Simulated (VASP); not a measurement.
## SbMo: relaxation of shape and atoms at fixed volume with PBEsol

The system is SbMo.

```
CELL_PARAMETERS angstrom
4.27192 0.00000 0.00000
-2.13596 3.69959 0.00000
0.00000 0.00000 5.16994
ATOMIC_POSITIONS crystal
Mo 0.00000 0.00000 0.00000
Mo 0.00000 0.00000 0.50000
Sb 0.33333 0.66667 0.25000
Sb 0.66667 0.33333 0.75000
```

| Quantity | Value |
| --- | --- |
| Program | VASP 6.6.1 |
| Task | relaxation of shape and atoms at fixed volume |
| Functional | PBEsol |
| Potentials or basis | VASP PAW PBE potentials, release 64 (Mo_sv, Sb) |
| Cutoff | 600 eV |
| k mesh | 10 × 10 × 6 |
| Occupations | gaussian, width 0.05 eV |
| Spin | no spin polarisation |
| Dipole correction | no |
| Further INCAR settings | ALGO = Normal; EDIFF = 1e-06; IBRION = 2; EDIFFG = -0.01; NSW = 60; ISIF = 4 |

```json
{
 "Energy gained by relaxing": "0.2 meV/atom",
 "Ionic steps": "3",
 "Pressure after relaxing": "3.2 GPa",
 "Band gap on the k mesh": "zero (bands 19 and 20 overlap by 1.61 eV)"
}
```

Step by step:
```
step  energy change (eV)  largest force (eV/Å)  pressure (GPa)  volume (Å³)
   1              0.0000                0.0000            3.34        81.71
   2             -0.0008                0.0000            3.23        81.71
   3             -0.0008                0.0000            3.20        81.71
```

Final structure:
```yaml
crystal:
  lattice:
    - [4.26325, 0.00000, 0.00000]
    - [-2.13162, 3.69208, 0.00000]
    - [0.00000, 0.00000, 5.19100]
  atoms:
    - { symbol: Mo, position: [0.00000, 0.00000, 0.00000] }
    - { symbol: Mo, position: [0.00000, 0.00000, 0.50000] }
    - { symbol: Sb, position: [0.33333, 0.66667, 0.25000] }
    - { symbol: Sb, position: [0.66667, 0.33333, 0.75000] }
```

Levels at points of the mesh, in eV from the Fermi level:
```tsv
k point	band 16	band 17	band 18	band 19	band 20	band 21	band 22	band 23
(0.00, 0.00, 0.00)	-2.17	-0.36	-0.36	0.80	0.80	2.44	2.44	2.84
(0.50, 0.00, 0.00)	-2.13	-1.64	-1.08	-0.71	0.47	1.06	2.19	2.29
(0.00, 0.00, 0.50)	-1.82	-0.74	-0.74	-0.74	-0.74	0.80	0.80	4.67
(0.50, 0.00, 0.50)	-1.58	-0.25	-0.25	-0.03	-0.03	0.03	0.03	2.56
```

Run time: 85 s on 1 thread of Intel(R) Xeon(R) 6975P-C (Granite Rapids) (shared host), peak memory 0.31 GiB.

Caveat: the PAW data sets were made with another functional, which shifts forces and pressure a little; spin-orbit coupling is left out, which moves the levels of the heavy elements.
